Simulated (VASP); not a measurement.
A run of VASP 6.6.1 is set up as follows.

The input POSCAR:

```
H
1.0
    1.6485318600     -2.7316882300      0.0000000000
    1.6485318600      2.7316882300      0.0000000000
    0.0000000000      0.0000000000      6.3137686200
H
4
Direct
    0.5861121993      0.4138878007      0.9678381478
    0.4321915000      0.5678085000      0.0004850500
    0.4321915000      0.5678085000      0.4995149500
    0.5678085000      0.4321915000      0.5004850500
```

Contents of INCAR.step1:

```
SYSTEM = H
PREC     = Accurate       ! precision mode
ENCUT    = 520            ! plane-wave cutoff, eV
ISMEAR   = 0              ! smearing method
SIGMA    = 0.05           ! smearing width, eV
LREAL    = .False.        ! projectors in reciprocal space
LASPH    = .True.         ! aspherical terms in the spheres
NELM     = 80             ! most SCF steps
NBANDS   = 10             ! bands
GGA      = PE             ! functional
ALGO     = Normal         ! electronic algorithm
EDIFF    = 1E-4           ! SCF threshold, eV
LWAVE    = .True.         ! write WAVECAR
LCHARG   = .False.        ! write CHGCAR
```

File INCAR.step2:

```
SYSTEM = H
PREC     = Accurate       ! precision mode
ENCUT    = 520            ! plane-wave cutoff, eV
EDIFF    = 1E-6           ! SCF threshold, eV
ISMEAR   = 0              ! smearing method
SIGMA    = 0.05           ! smearing width, eV
LREAL    = .False.        ! projectors in reciprocal space
LASPH    = .True.         ! aspherical terms in the spheres
NELM     = 80             ! most SCF steps
ALGO     = Normal         ! electronic algorithm
ISIF     = 2              ! what is computed and relaxed
LWAVE    = .False.        ! write WAVECAR
LCHARG   = .False.        ! write CHGCAR
METAGGA  = R2SCAN         ! meta-GGA
LMIXTAU  = .True.       
NBANDS   = 10             ! bands
ISTART   = 1
```

File KPOINTS:

```
regular mesh
0
Gamma
  10 10 6
  0 0 0
```

Potentials or basis: VASP PAW PBE potentials, release 64 (H).

The run is started by

```sh
$ cat potpaw_PBE.64/H/POTCAR > POTCAR
$ cp INCAR.step1 INCAR
$ mpirun -np 1 vasp_std > vasp.out
$ cp INCAR.step2 INCAR
$ mpirun -np 1 vasp_std > vasp.out
```

(1) What does it give for the pressure?

(2) What does it give for the largest force?

Answers

(1) -2.4 GPa.

(2) 3.088 eV/Å.

Caveat: the cell differs from its parent crystal (atom 1 (H) moved by (-0.100, -0.200) A along y and z); the PAW data sets were made with another functional, which shifts forces and pressure a little.
